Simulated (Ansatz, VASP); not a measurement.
CuSi16 in VASP and in Ansatz

```
Si Cu
1.0
     0.00000    5.43000    5.43000
     5.43000    0.00000    5.43000
     5.43000    5.43000    0.00000
Si Cu
16 1
Direct
  0.98303 0.00348 0.00665
  0.11864 0.12147 0.14172
  0.01144 0.96677 0.51080
  0.11864 0.12147 0.61799
  0.99942 0.49368 0.00792
  0.11693 0.63124 0.12582
  0.99942 0.49368 0.49878
  0.13522 0.59544 0.63457
  0.50730 0.00348 0.00664
  0.61416 0.15863 0.11351
  0.50730 0.00349 0.48238
  0.64236 0.12147 0.61799
  0.49036 0.53002 0.98971
  0.62646 0.63125 0.12582
  0.50857 0.49368 0.49878
  0.62646 0.63125 0.61628
  0.31379 0.05974 0.81314
```

Alike in both runs: functional PBE; dispersion D3(BJ); k mesh 2 × 2 × 2; occupations gaussian, width 0.05 eV; collinear spin.

Ansatz relaxed the structure, and its values are those at the end. VASP's run is a single point on that final structure, the one shown.

```csv
,VASP,Ansatz
version,VASP 6.6.1,Ansatz 0.2.0
potentials or method,"VASP PAW PBE potentials, release 64 (Si, Cu), cutoff 520 eV","scalar-relativistic, plane waves, PAW"
valence electrons in the cell,75,83
```

```csv
,VASP,Ansatz,Ansatz less VASP
rms of the force components (eV/Å),0.009,0.004,-0.0052
net moment per atom (μB),0.00,0.00,0.000
```

VASP's potentials hold 75 valence electrons a cell and Ansatz's 83, so a difference there can come from the potentials and not from the codes. Ansatz's warnings: seeded moment not kept.

The k mesh is coarse, so the values compare programs but aren't converged.
